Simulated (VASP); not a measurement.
# Ca (Fm-3m) in VASP: single point with PBEsol

Aim: the single point of Ca with PBEsol.

Program: VASP 6.6.1. These are calculated values, not measurements. Logs are shortened: lines on timing, memory, paths and dates and some standing lists are left out, and cuts for length are marked.

### 1 The cell of the first run

It takes space group Fm-3m (No. 225, cubic). Conventional cell: a = 5.456 Å, b = 5.456 Å, c = 5.456 Å, α = 90.00°, β = 90.00°, γ = 90.00°. Ca (site symmetry m-3m) has 12 Ca at 3.86 Å within 5.1 Å.

### 2 Single point, PBEsol

File POSCAR:

```
Ca
1.0
    0.0000000000      2.7279895927      2.7279895927
    2.7279895927      0.0000000000      2.7279895927
    2.7279895927      2.7279895927      0.0000000000
Ca
1
Direct
    0.0000000000      0.0000000000      0.0000000000
```

File INCAR.step1:

```
SYSTEM = Ca
  ALGO = Normal
  EDIFF = 1E-6
  ENCUT = 520
  GGA = PS
  ISIF = 2
  ISMEAR = -1
  LASPH = .True.
  LCHARG = .True.
  LREAL = .False.
  LWAVE = .False.
  NBANDS = 11
  NELM = 80
  PREC = Accurate
  SIGMA = 0.05
```

File KPOINTS.step1:

```
k-points
0
Gamma
  13 13 13
  0 0 0
```

File INCAR.step2:

```
SYSTEM = Ca
  ALGO = Normal
  EDIFF = 1E-6
  ENCUT = 520
  GGA = PS
  ICHARG = 11
  ISIF = 2
  ISMEAR = -5
  LASPH = .True.
  LCHARG = .False.
  LORBIT = 11
  LREAL = .False.
  LWAVE = .False.
  NBANDS = 11
  NEDOS = 1001
  NELM = 80
  PREC = Accurate
  SIGMA = 0.05
```

File KPOINTS.step2:

```
k-points
0
Gamma
  20 20 20
  0 0 0
```

Potentials or basis: VASP PAW PBE potentials, release 64 (Ca_sv).

The run is started by

```
cat potpaw_PBE.64/Ca_sv/POTCAR > POTCAR
cp INCAR.step1 INCAR
cp KPOINTS.step1 KPOINTS
mpirun -np 1 vasp_std > vasp.out
cp INCAR.step2 INCAR
cp KPOINTS.step2 KPOINTS
mpirun -np 1 vasp_std > vasp.out
```

OUTCAR:

```text
SYSTEM = Ca
   EDIFF = 1E-6
   ENCUT = 520
   GGA = PS
   ICHARG = 11
   ISIF = 2
   ISMEAR = -5
   LASPH = .True.
   LORBIT = 11
   LREAL = .False.
   NELM = 80
   PREC = Accurate

 ion  position               nearest neighbor table
   1  0.000  0.000  0.000-

  LATTYP: Found a face centered cubic cell.
 ALAT       =     5.4559791854

  Lattice vectors:

 A1 = (   0.0000000000,   2.7279895927,   2.7279895927)
 A2 = (   2.7279895927,   0.0000000000,   2.7279895927)
 A3 = (   2.7279895927,   2.7279895927,   0.0000000000)

Analysis of symmetry for initial positions (statically):
=====================================================================
 Subroutine PRICEL returns:
 Original cell was already a primitive cell.

 Routine SETGRP: Setting up the symmetry group for a
 face centered cubic supercell.

 Subroutine GETGRP returns: Found 48 space group operations
 (whereof 48 operations were pure point group operations)
 out of a pool of 48 trial point group operations.

The static configuration has the point symmetry O_h .

Analysis of symmetry for dynamics (positions and initial velocities):
=====================================================================
 Subroutine PRICEL returns:
 Original cell was already a primitive cell.

 Routine SETGRP: Setting up the symmetry group for a
 face centered cubic supercell.

 Subroutine GETGRP returns: Found 48 space group operations
 (whereof 48 operations were pure point group operations)
 out of a pool of 48 trial point group operations.

The dynamic configuration has the point symmetry O_h .

 Subroutine INISYM returns: Found 48 space group operations
 (whereof 48 operations are pure point group operations),
 and found     1 'primitive' translations

----------------------------------------------------------------------------------------

                                     Primitive cell

  volume of cell :      40.6030

  direct lattice vectors                    reciprocal lattice vectors
     0.000000000  2.727989593  2.727989593    -0.183285157  0.183285157  0.183285157
     2.727989593  0.000000000  2.727989593     0.183285157 -0.183285157  0.183285157
     2.727989593  2.727989593  0.000000000     0.183285157  0.183285157 -0.183285157

  length of vectors
     3.857959880  3.857959880  3.857959880     0.317459204  0.317459204  0.317459204

  position of ions in fractional coordinates (direct lattice)
     0.000000000  0.000000000  0.000000000

  ion indices of the primitive-cell ions
   primitive index   ion index
                 1           1

----------------------------------------------------------------------------------------

 KPOINTS: k-points

Automatic generation of k-mesh.
 Grid dimensions read from file:
 generate k-points for:   20   20   20

 Generating k-lattice:

  Cartesian coordinates                     Fractional coordinates (reciprocal lattice)
    -0.009164258  0.009164258  0.009164258     0.050000000  0.000000000  0.000000000
     0.009164258 -0.009164258  0.009164258     0.000000000  0.050000000  0.000000000
     0.009164258  0.009164258 -0.009164258     0.000000000  0.000000000  0.050000000

  Length of vectors
     0.015872960  0.015872960  0.015872960

  Shift w.r.t. Gamma in fractional coordinates (k-lattice)
     0.000000000  0.000000000  0.000000000

 TETIRR: Found   1093 inequivalent tetrahedra from    48000

 Subroutine IBZKPT returns following result:
 ===========================================

 Found    256 irreducible k-points:

 Following reciprocal coordinates:
            Coordinates               Weight
  0.000000  0.000000  0.000000      1.000000
  0.050000  0.000000  0.000000      8.000000
  0.100000  0.000000  0.000000      8.000000
  0.150000  0.000000  0.000000      8.000000
  0.200000  0.000000  0.000000      8.000000
  0.250000  0.000000  0.000000      8.000000
[... 16 lines left out ...]
 -0.400000  0.050000  0.000000     24.000000
 -0.350000  0.050000  0.000000     24.000000
 [... further k-points ...]
   k-points           NKPTS =    256   k-points in BZ     NKDIM =    256   number of bands    NBANDS=     11
   number of dos      NEDOS =   1001   number of ions     NIONS =      1
   total plane-waves  NPLWV =  27000
   dimension x,y,z NGX =    30 NGY =   30 NGZ =   30
   dimension x,y,z NGXF=    60 NGYF=   60 NGZF=   60
   ions per type =               1
   NGX,Y,Z   is equivalent  to a cutoff of  12.93, 12.93, 12.93 a.u.
   NGXF,Y,Z  is equivalent  to a cutoff of  25.86, 25.86, 25.86 a.u.
 SYSTEM =  Ca
   PREC   = accura    normal or accurate (medium, high low for compatibility)
   ISTART =      0    job   : 0-new  1-cont  2-samecut
   ICHARG =     11    charge: 1-file 2-atom 10-const
   ISPIN  =      1    spin polarized calculation?
   LNONCOLLINEAR =      F non collinear calculations
   LSORBIT =      F    spin-orbit coupling
   LASPH  =      T    aspherical Exc in radial PAW
   ENCUT  =  520.0 eV  38.22 Ry    6.18 a.u.   7.17  7.17  7.17*2*pi/ulx,y,z
   NELM   =     80;   NELMIN=  2; NELMDL=  0     # of ELM steps
   EDIFF  = 0.1E-05   stopping-criterion for ELM
   LREAL  =      F    real-space projection
   EDIFFG = 0.1E-04   stopping-criterion for IOM
   NSW    =      0    number of steps for IOM
   IBRION =     -1    ionic relax: 0-MD 1-quasi-New 2-CG
   NFREE  =      0    steps in history (QN), initial steepest desc. (CG)
   ISIF   =      2    stress and relaxation
   ISYM   =      2    0-nonsym 1-usesym 2-fastsym
   POTIM  = 0.5000    time-step for ionic-motion
   TEBEG  =    0.0;   TEEND  =   0.0 temperature during run
   PSTRESS=    0.0 pullay stress
   NELECT =      10.0000    total number of electrons
   NUPDOWN=      -1.0000    fix difference up-down
   EMIN   =  10.00;   EMAX   =-10.00  energy-range for DOS
   EFERMI =   0.00;   METHOD = LEGACY
   ISMEAR =    -5;   SIGMA  =   0.05  broadening in eV -4-tet -1-fermi 0-gaus
   EFERMI_NEDOS =   21; number of points for ismear=-14 and -15
   IALGO  =     38    algorithm
   IMIX   =      4    mixing-type and parameters
     AMIX     =   0.40;   BMIX     =  1.00
     AMIX_MAG =   1.60;   BMIX_MAG =  1.00
  volume/ion in A,a.u.               =      40.60       274.00
  Fermi-wavevector in a.u.,A,eV,Ry     =   1.026177  1.939193 14.327458  1.053038
  Thomas-Fermi vector in A             =   2.160056
   LORBIT       =     11    0 simple, 1 ext, 2 COOP (PROOUT), +10 PAW based schemes
   GGA     = PS    functional components
   LHFCALC =     F    Hartree Fock is set to
   AEXX    =    0.0000 exact exchange contribution
   IVDW    =     0    specifies the selected vdW correction
   LEPSILON=     F    determine dielectric tensor
   LRPA    =     F    only Hartree local field effects (RPA)
 non-spin polarized calculation
 Fermi weights with tetrahedron method with Bloechl corrections
  energy-cutoff  :      520.00
  volume of cell :       40.60
 maximum number of plane-waves:      1106
 NGX is ok and might be reduce to    30

 number of electron      10.0000002 magnetization

 Free energy of the ion-electron system (eV)
  ---------------------------------------------------
  ext. energy  EPLUGINS =         0.00000000
  ---------------------------------------------------
  free energy    TOTEN  =        -2.13297749 eV

  energy without entropy =       -2.13297749  energy(sigma->0) =       -2.13297749

 E-fermi :   2.0396     XC(G=0):  -7.9337

 val. band max:        2.0657518884   @ k =  -0.3500   0.3500   0.1000
 cond. band min:       1.9867872507   @ k =  -0.4000   0.2500   0.0500
 fundamental gap:     -0.0789646377
 Fermi energy:         2.0395504979

 k-point     1 :       0.0000    0.0000    0.0000
  band No.  band energies     occupation
      1     -39.7099      2.00000
      2     -20.6964      2.00000
      3     -20.6964      2.00000
      4     -20.6964      2.00000
      5      -2.0594      2.00000
      6       4.4198      0.00000
      7       4.4198      0.00000
      8       4.4198      0.00000
      9       5.5485      0.00000
     10       5.5485      0.00000
     11      11.3388      0.00000

 k-point     2 :       0.0500    0.0000    0.0000
  band No.  band energies     occupation
      1     -39.7094      2.00000
      2     -20.7005      2.00000
      3     -20.6970      2.00000
      4     -20.6970      2.00000
      5      -2.0150      2.00000
      6       4.3705      0.00000
      7       4.4377      0.00000
      8       4.4377      0.00000
      9       5.5323      0.00000
     10       5.5323      0.00000
     11      11.4008      0.00000

 k-point     3 :       0.1000    0.0000    0.0000
  band No.  band energies     occupation
      1     -39.7083      2.00000
      2     -20.7123      2.00000
      3     -20.6986      2.00000
      4     -20.6986      2.00000
      5      -1.8828      2.00000
      6       4.2307      0.00000
      7       4.4854      0.00000
      8       4.4854      0.00000
      9       5.4926      0.00000
     10       5.4926      0.00000
     11      11.5392      0.00000

 k-point     4 :       0.1500    0.0000    0.0000
  band No.  band energies     occupation
      1     -39.7064      2.00000
      2     -20.7305      2.00000
      3     -20.7011      2.00000
      4     -20.7011      2.00000
      5      -1.6665      2.00000
      6       4.0205      0.00000
      7       4.5437      0.00000
      8       4.5437      0.00000
      9       5.4568      0.00000
     10       5.4568      0.00000
     11      11.2703      0.00000

 k-point     5 :       0.2000    0.0000    0.0000
  band No.  band energies     occupation
      1     -39.7041      2.00000
      2     -20.7533      2.00000
      3     -20.7042      2.00000
      4     -20.7042      2.00000
      5      -1.3718      2.00000
      6       3.7618      0.00000
      7       4.5783      0.00000
      8       4.5783      0.00000
      9       5.4675      0.00000
     10       5.4675      0.00000
     11      10.4806      0.00000
[... 211 lines left out ...]
 k-point    21 :       0.5000    0.0500    0.0000
  band No.  band energies     occupation
      1     -39.6930      2.00000
      2     -20.8571      2.00000
      3     -20.7212      2.00000
      4     -20.7197      2.00000
      5       1.0320      2.00000
      6       1.9475      1.88454
      7       4.2504      0.00000
      8       4.3302      0.00000
      9       6.2744      0.00000
     10       6.2760      0.00000
     11       7.4600      0.00000

 k-point    22 :      -0.4500    0.0500    0.0000
  band No.  band energies     occupation
      1     -39.6931      2.00000
      2     -20.8558      2.00000
      3     -20.7217      2.00000
      4     -20.7188      2.00000
      5       0.9479      2.00000
      6       2.0212      1.10499
      7       4.2558      0.00000
      8       4.3339      0.00000
      9       6.2126      0.00000
     10       6.3055      0.00000
     11       7.4976      0.00000

 k-point    23 :      -0.4000    0.0500    0.0000
  band No.  band energies     occupation
      1     -39.6941      2.00000
      2     -20.8470      2.00000
      3     -20.7211      2.00000
      4     -20.7169      2.00000
      5       0.5429      2.00000
      6       2.3543     -0.00442
      7       4.2892      0.00000
      8       4.3684      0.00000
      9       6.0656      0.00000
     10       6.2411      0.00000
     11       7.7478      0.00000

 k-point    24 :      -0.3500    0.0500    0.0000
  band No.  band energies     occupation
      1     -39.6957      2.00000
      2     -20.8316      2.00000
      3     -20.7194      2.00000
      4     -20.7141      2.00000
      5       0.0696      2.00000
      6       2.7123      0.00000
      7       4.3466      0.00000
      8       4.4303      0.00000
      9       5.8652      0.00000
     10       6.1024      0.00000
     11       8.1850      0.00000

 [... further k-points ...]

------------------------ aborting loop because EDIFF is reached ----------------------------------------

  FORCE on cell =-STRESS in cart. coord.  units (eV):
  Direction    XX          YY          ZZ          XY          YZ          ZX
  --------------------------------------------------------------------------------------
  -------------------------------------------------------------------------------------
  Total       -0.0084495     -0.0084495     -0.0084495      0.0000000      0.0000000      0.0000000
  in kB       -0.3334148     -0.3334148     -0.3334148      0.0000000      0.0000000      0.0000000
  external PRESSURE =      -0.3334148 kB  Pullay stress =       0.0000000 kB

 VOLUME and BASIS-vectors are now :
 -----------------------------------------------------------------------------
  energy-cutoff  :      520.00
  volume of cell :       40.60
      direct lattice vectors                 reciprocal lattice vectors
     0.000000000  2.727989593  2.727989593    -0.183285157  0.183285157  0.183285157
     2.727989593  0.000000000  2.727989593     0.183285157 -0.183285157  0.183285157
     2.727989593  2.727989593  0.000000000     0.183285157  0.183285157 -0.183285157

 POSITION                                       TOTAL-FORCE (eV/Angst)
 -----------------------------------------------------------------------------------
      0.00000      0.00000      0.00000         0.000000      0.000000      0.000000
 -----------------------------------------------------------------------------------
    total drift:                                0.000000      0.000000      0.000000

  FREE ENERGIE OF THE ION-ELECTRON SYSTEM (eV)
  ---------------------------------------------------
  free  energy   TOTEN  =        -2.1329774948 eV

  energy  without entropy=       -2.1329774948  energy(sigma->0) =       -2.13297749

 total charge

# of ion       s       p       d       tot
------------------------------------------
    1        2.088   5.830   0.168   8.086
```

Run time: 1.8 min. Hardware: 1 thread of Intel Xeon 8259CL, shared host; peak memory 0.24 GiB.

Results:

| Property | Result |
| --- | --- |
| Valence electrons inside the program's atomic spheres | Ca 8.09 |

Levels at points of the mesh, in eV from the Fermi level:
```tsv
k point	band 3	band 4	band 5	band 6	band 7	band 8
(0.00, 0.00, 0.00)	-22.74	-22.74	-4.10	2.38	2.38	2.38
(0.50, 0.00, 0.00)	-22.76	-22.76	-1.02	-0.12	2.26	2.26
(0.50, 0.50, 0.00)	-22.80	-22.80	-0.50	0.55	1.04	4.23
```

Caveat: the PAW data sets were made with another functional, which shifts forces and pressure a little; tetrahedron occupations give inexact forces and stress in metals.
